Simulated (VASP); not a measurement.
A run of VASP 6.6.1:

INCAR

```
SYSTEM = SiC
  ALGO = Normal
  EDIFF = 1E-6
  EDIFFG = -0.01
  ENCUT = 520
  IBRION = 2
  ISIF = 2
  ISMEAR = 0
  LASPH = .True.
  LCHARG = .False.
  LREAL = .False.
  LWAVE = .False.
  NELM = 80
  NSW = 50
  PREC = Accurate
  SIGMA = 0.05
```

Contents of KPOINTS:

```
k-points
0
Gamma
  12 12 6
  0 0 0
```

POSCAR

```
SiC
1.0
    3.2204700057      0.0000000000      0.0000000000
   -1.6102350029      2.7890088370      0.0000000000
    0.0000000000      0.0000000000      4.8786900116
Si C
2 2
Direct
    0.3333333333      0.6666666667      0.0046041256
    0.6666666667      0.3333333333      0.5046041256
    0.3333333333      0.6666666667      0.3803958744
    0.6666666667      0.3333333333      0.8803958744
```

Potentials or basis: VASP PAW LDA potentials, release 64 (Si, C).

Command:

```bash
$ cat potpaw_LDA.64/Si/POTCAR potpaw_LDA.64/C/POTCAR > POTCAR
$ mpirun -np 1 vasp_std > vasp.out
```

Hardware: 1 thread of Intel(R) Xeon(R) Platinum 8259CL CPU @ 2.50GHz (Skylake/Cascade Lake), with other jobs on the host.

Q: Estimate the wall time of this run.

A: Wall time 44 s on 1 thread of Intel(R) Xeon(R) Platinum 8259CL CPU @ 2.50GHz (Skylake/Cascade Lake), with other jobs on the host, peak memory 0.15 GiB. Counts: scf iterations 27, k points 76, ion steps 3.
